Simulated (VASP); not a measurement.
# BiTe (R-3m) in VASP: relaxation of shape and atoms at fixed volume with PBE

Aim: the relaxation of shape and atoms at fixed volume of BiTe with PBE.

All numbers are computed with VASP 6.6.1; they aren't measurements. Logs are shortened: lines on timing, memory, paths and dates and some standing lists are left out, and cuts for length are marked.

### Step 1. The cell of the first run

Symmetry: R-3m, No. 166, trigonal system. The conventional cell has a = 4.725 Å, b = 4.725 Å, c = 11.493 Å, α = 90.00°, β = 90.00°, γ = 120.00°. Bi (site symmetry -3m) has 6 Te at 3.33 Å within 4.4 Å. Within 4.4 Å of Te (site symmetry -3m) lie 6 Bi at 3.33 Å.

### Step 2. Relaxation of shape and atoms at fixed volume, PBE (37.04 Å³/atom)

Contents of INCAR:

```
SYSTEM = BiTe
ALGO = Fast
EDIFF = 1E-7
EDIFFG = -0.01
ENCUT = 600
GGA = PE
IBRION = 2
ISIF = 4
ISMEAR = 0
LASPH = .True.
LCHARG = .False.
LREAL = .False.
LWAVE = .False.
NELM = 80
NSW = 50
PREC = Accurate
SIGMA = 0.1
```

Contents of KPOINTS:

```
k-points
0
Gamma
  12 12 12
  0 0 0
```

Contents of POSCAR:

```
BiTe
1.0
    2.3626931444      1.3641015230      3.8308812111
   -2.3626931444      1.3641015230      3.8308812111
    0.0000000000     -2.7282030459      3.8308812112
Bi Te
1 1
Direct
    0.5000000000      0.5000000000      0.5000000000
    0.0000000000      0.0000000000      0.0000000000
```

Potentials or basis: VASP PAW PBE potentials, release 64 (Bi_d, Te).

The run is started by

```bash
cat potpaw_PBE.64/Bi_d/POTCAR potpaw_PBE.64/Te/POTCAR > POTCAR
mpirun -np 1 vasp_std > vasp.out
```

OUTCAR:

```text
SYSTEM = BiTe
   EDIFF = 1E-7
   EDIFFG = -0.01
   ENCUT = 600
   GGA = PE
   IBRION = 2
   ISIF = 4
   ISMEAR = 0
   LASPH = .True.
   LREAL = .False.
   NELM = 80
   NSW = 50
   PREC = Accurate

 ion  position               nearest neighbor table
   1  0.500  0.500  0.500-   2 3.33   2 3.33   2 3.33   2 3.33   2 3.33   2 3.33
   2  0.000  0.000  0.000-   1 3.33   1 3.33   1 3.33   1 3.33   1 3.33   1 3.33

  LATTYP: Found a trigonal (rhomboedric) cell.
 ALAT       =     4.7030567414
 COS(alpha) =     0.4952408492

  Lattice vectors:

 A1 = (   2.3626931444,   1.3641015230,   3.8308812111)
 A2 = (  -2.3626931444,   1.3641015230,   3.8308812111)
 A3 = (   0.0000000000,  -2.7282030459,   3.8308812112)

Analysis of symmetry for initial positions (statically):
=====================================================================
 Subroutine PRICEL returns:
 Original cell was already a primitive cell.

 Routine SETGRP: Setting up the symmetry group for a
 trigonal (rhombohedral) supercell.

 Subroutine GETGRP returns: Found 12 space group operations
 (whereof 12 operations were pure point group operations)
 out of a pool of 12 trial point group operations.

The static configuration has the point symmetry D_3d.

Analysis of symmetry for dynamics (positions and initial velocities):
=====================================================================
 Subroutine PRICEL returns:
 Original cell was already a primitive cell.

 Routine SETGRP: Setting up the symmetry group for a
 trigonal (rhombohedral) supercell.

 Subroutine GETGRP returns: Found 12 space group operations
 (whereof 12 operations were pure point group operations)
 out of a pool of 12 trial point group operations.

The dynamic configuration has the point symmetry D_3d.

 Subroutine INISYM returns: Found 12 space group operations
 (whereof 12 operations are pure point group operations),
 and found     1 'primitive' translations

----------------------------------------------------------------------------------------

                                     Primitive cell

  volume of cell :      74.0805

  direct lattice vectors                    reciprocal lattice vectors
     2.362693144  1.364101523  3.830881211     0.211622911  0.122180544  0.087012182
    -2.362693144  1.364101523  3.830881211    -0.211622911  0.122180544  0.087012182
     0.000000000 -2.728203046  3.830881211     0.000000000 -0.244361089  0.087012182

  length of vectors
     4.703056741  4.703056741  4.703056742     0.259390558  0.259390558  0.259390558

  position of ions in fractional coordinates (direct lattice)
     0.500000000  0.500000000  0.500000000
     0.000000000  0.000000000  0.000000000

  ion indices of the primitive-cell ions
   primitive index   ion index
                 1           1
                 2           2

----------------------------------------------------------------------------------------

 KPOINTS: k-points

Automatic generation of k-mesh.
 Grid dimensions read from file:
 generate k-points for:   12   12   12

 Generating k-lattice:

  Cartesian coordinates                     Fractional coordinates (reciprocal lattice)
     0.017635243  0.010181712  0.007251015     0.083333333 -0.000000000 -0.000000000
    -0.017635243  0.010181712  0.007251015    -0.000000000  0.083333333 -0.000000000
     0.000000000 -0.020363424  0.007251015    -0.000000000 -0.000000000  0.083333333

  Length of vectors
     0.021615880  0.021615880  0.021615880

  Shift w.r.t. Gamma in fractional coordinates (k-lattice)
     0.000000000  0.000000000  0.000000000

 Subroutine IBZKPT returns following result:
 ===========================================

 Found    189 irreducible k-points:

 Following reciprocal coordinates:
            Coordinates               Weight
  0.000000  0.000000  0.000000      1.000000
  0.083333 -0.000000 -0.000000      6.000000
  0.166667  0.000000  0.000000      6.000000
  0.250000  0.000000 -0.000000      6.000000
  0.333333  0.000000 -0.000000      6.000000
  0.416667 -0.000000 -0.000000      6.000000
[... 16 lines left out ...]
  0.500000  0.166667  0.000000     12.000000
 -0.416667  0.166667  0.000000     12.000000
 [... further k-points ...]
   k-points           NKPTS =    189   k-points in BZ     NKDIM =    189   number of bands    NBANDS=     14
   number of dos      NEDOS =    301   number of ions     NIONS =      2
   total plane-waves  NPLWV =  64000
   dimension x,y,z NGX =    40 NGY =   40 NGZ =   40
   dimension x,y,z NGXF=    80 NGYF=   80 NGZF=   80
   ions per type =               1   1
   NGX,Y,Z   is equivalent  to a cutoff of  14.14, 14.14, 14.14 a.u.
   NGXF,Y,Z  is equivalent  to a cutoff of  28.28, 28.28, 28.28 a.u.
 SYSTEM =  BiTe
   PREC   = accura    normal or accurate (medium, high low for compatibility)
   ISTART =      0    job   : 0-new  1-cont  2-samecut
   ICHARG =      2    charge: 1-file 2-atom 10-const
   ISPIN  =      1    spin polarized calculation?
   LNONCOLLINEAR =      F non collinear calculations
   LSORBIT =      F    spin-orbit coupling
   LASPH  =      T    aspherical Exc in radial PAW
   ENCUT  =  600.0 eV  44.10 Ry    6.64 a.u.   9.39  9.39  9.39*2*pi/ulx,y,z
   NELM   =     80;   NELMIN=  2; NELMDL= -5     # of ELM steps
   EDIFF  = 0.1E-06   stopping-criterion for ELM
   LREAL  =      F    real-space projection
   EDIFFG = -.1E-01   stopping-criterion for IOM
   NSW    =     50    number of steps for IOM
   IBRION =      2    ionic relax: 0-MD 1-quasi-New 2-CG
   NFREE  =      1    steps in history (QN), initial steepest desc. (CG)
   ISIF   =      4    stress and relaxation
   ISYM   =      2    0-nonsym 1-usesym 2-fastsym
   POTIM  = 0.5000    time-step for ionic-motion
   TEBEG  =    0.0;   TEEND  =   0.0 temperature during run
   PSTRESS=    0.0 pullay stress
   NELECT =      21.0000    total number of electrons
   NUPDOWN=      -1.0000    fix difference up-down
   EMIN   =  10.00;   EMAX   =-10.00  energy-range for DOS
   EFERMI =   0.00;   METHOD = LEGACY
   ISMEAR =     0;   SIGMA  =   0.10  broadening in eV -4-tet -1-fermi 0-gaus
   EFERMI_NEDOS =   21; number of points for ismear=-14 and -15
   IALGO  =     68    algorithm
   IMIX   =      4    mixing-type and parameters
     AMIX     =   0.40;   BMIX     =  1.00
     AMIX_MAG =   1.60;   BMIX_MAG =  1.00
  volume/ion in A,a.u.               =      37.04       249.96
  Fermi-wavevector in a.u.,A,eV,Ry     =   1.075425  2.032258 15.735654  1.156538
  Thomas-Fermi vector in A             =   2.211281
   LORBIT       =      0    0 simple, 1 ext, 2 COOP (PROOUT), +10 PAW based schemes
   GGA     = PE    functional components
   LHFCALC =     F    Hartree Fock is set to
   AEXX    =    0.0000 exact exchange contribution
   IVDW    =     0    specifies the selected vdW correction
   LEPSILON=     F    determine dielectric tensor
   LRPA    =     F    only Hartree local field effects (RPA)
 conjugate gradient relaxation of ions
 non-spin polarized calculation
 RMM-DIIS sequential band-by-band and
 Gauss-broadening in eV      SIGMA  =   0.10
  energy-cutoff  :      600.00
  volume of cell :       74.08
 maximum number of plane-waves:      2497
 NGX is ok and might be reduce to    40
   NGX = 19   NGY = 19   NGZ = 19

 number of electron      21.0000000 magnetization

 Free energy of the ion-electron system (eV)
  ---------------------------------------------------
  ext. energy  EPLUGINS =         0.00000000
  ---------------------------------------------------
  free energy    TOTEN  =        -7.12603040 eV

  energy without entropy =       -7.11827638  energy(sigma->0) =       -7.12215339

 E-fermi :   5.5954     XC(G=0):  -9.0386

 val. band max:        5.5934724923   @ k =  -0.2500   0.0833  -0.0000
 cond. band min:       5.5982718817   @ k =  -0.1667   0.5000   0.0833
 fundamental gap:      0.0047993894
 Fermi energy:         5.5954297502

 k-point     1 :       0.0000    0.0000    0.0000
  band No.  band energies     occupation
      1     -17.5266      2.00000
      2     -17.5266      2.00000
      3     -17.5257      2.00000
      4     -17.5249      2.00000
      5     -17.5249      2.00000
      6      -7.3352      2.00000
      7      -2.8355      2.00000
      8       3.2710      2.00000
      9       3.2710      2.00000
     10       3.3274      2.00000
     11       7.5488      0.00000
     12       7.5734      0.00000
     13       7.5734      0.00000
     14      10.3864      0.00000

 k-point     2 :       0.0833   -0.0000   -0.0000
  band No.  band energies     occupation
      1     -17.5266      2.00000
      2     -17.5264      2.00000
      3     -17.5255      2.00000
      4     -17.5251      2.00000
      5     -17.5249      2.00000
      6      -7.2805      2.00000
      7      -2.9539      2.00000
      8       3.2909      2.00000
      9       3.3113      2.00000
     10       3.3478      2.00000
     11       7.2854      0.00000
     12       7.3412      0.00000
     13       7.3574      0.00000
     14      10.3150      0.00000

 k-point     3 :       0.1667    0.0000    0.0000
  band No.  band energies     occupation
      1     -17.5265      2.00000
      2     -17.5261      2.00000
      3     -17.5257      2.00000
      4     -17.5251      2.00000
      5     -17.5243      2.00000
      6      -7.1175      2.00000
      7      -3.2835      2.00000
      8       3.3528      2.00000
      9       3.3954      2.00000
     10       3.4318      2.00000
     11       6.6770      0.00000
     12       6.8402      0.00000
     13       6.8487      0.00000
     14      10.2943      0.00000
[... 324 lines left out ...]
 k-point    23 :       0.5000    0.1667    0.0000
  band No.  band energies     occupation
      1     -17.5291      2.00000
      2     -17.5266      2.00000
      3     -17.5249      2.00000
      4     -17.5225      2.00000
      5     -17.5205      2.00000
      6      -5.7826      2.00000
      7      -5.0291      2.00000
      8       2.3676      2.00000
      9       3.0544      2.00000
     10       3.0755      2.00000
     11       6.1772      0.00000
     12       6.2906      0.00000
     13       6.9001      0.00000
     14      10.7819      0.00000

 k-point    24 :      -0.4167    0.1667    0.0000
  band No.  band energies     occupation
      1     -17.5287      2.00000
      2     -17.5270      2.00000
      3     -17.5245      2.00000
      4     -17.5225      2.00000
      5     -17.5209      2.00000
      6      -5.6089      2.00000
      7      -5.2300      2.00000
      8       2.1470      2.00000
      9       3.3452      2.00000
     10       3.3637      2.00000
     11       5.7491      0.02979
     12       5.8294      0.00094
     13       7.3138      0.00000
     14      11.7193      0.00000

 [... further k-points ...]

------------------------ aborting loop because EDIFF is reached ----------------------------------------

  FORCE on cell =-STRESS in cart. coord.  units (eV):
  Direction    XX          YY          ZZ          XY          YZ          ZX
  --------------------------------------------------------------------------------------
  -------------------------------------------------------------------------------------
  Total       -1.3811905     -1.3811905     -1.3543127      0.0000000      0.0000000      0.0000000
  in kB      -29.8717200    -29.8717200    -29.2904197      0.0000000      0.0000000      0.0000000
  external PRESSURE =     -29.6779532 kB  Pullay stress =       0.0000000 kB

 VOLUME and BASIS-vectors are now :
 -----------------------------------------------------------------------------
  energy-cutoff  :      600.00
  volume of cell :       74.08
      direct lattice vectors                 reciprocal lattice vectors
     2.362693144  1.364101523  3.830881211     0.211622911  0.122180544  0.087012182
    -2.362693144  1.364101523  3.830881211    -0.211622911  0.122180544  0.087012182
     0.000000000 -2.728203046  3.830881211     0.000000000 -0.244361089  0.087012182

 POSITION                                       TOTAL-FORCE (eV/Angst)
 -----------------------------------------------------------------------------------
      0.00000      0.00000      5.74632        -0.000000     -0.000000     -0.000000
      0.00000      0.00000      0.00000         0.000000      0.000000      0.000000
 -----------------------------------------------------------------------------------
    total drift:                               -0.000000      0.000000     -0.000000

  FREE ENERGIE OF THE ION-ELECTRON SYSTEM (eV)
  ---------------------------------------------------
  free  energy   TOTEN  =        -7.1260303981 eV

  energy  without entropy=       -7.1182763815  energy(sigma->0) =       -7.12215339

 reached required accuracy - stopping structural energy minimisation
```

Run time: 8.2 min. Hardware: 1 thread of Oxide Virtual Turin-like, shared host; peak memory 0.41 GiB.

What came out:

- Free energy: -7.1260 eV
- Pressure after relaxing: -3.0 GPa
- Band gap on the k mesh: zero (an odd number of electrons rules out a gap without spin polarisation)

Final structure:
```
CELL_PARAMETERS angstrom
2.36269 1.36410 3.83088
-2.36269 1.36410 3.83088
0.00000 -2.72820 3.83088
ATOMIC_POSITIONS crystal
Bi 0.50000 0.50000 0.50000
Te 0.00000 0.00000 0.00000
```

Caveat: spin-orbit coupling is left out, which moves the levels of the heavy elements.
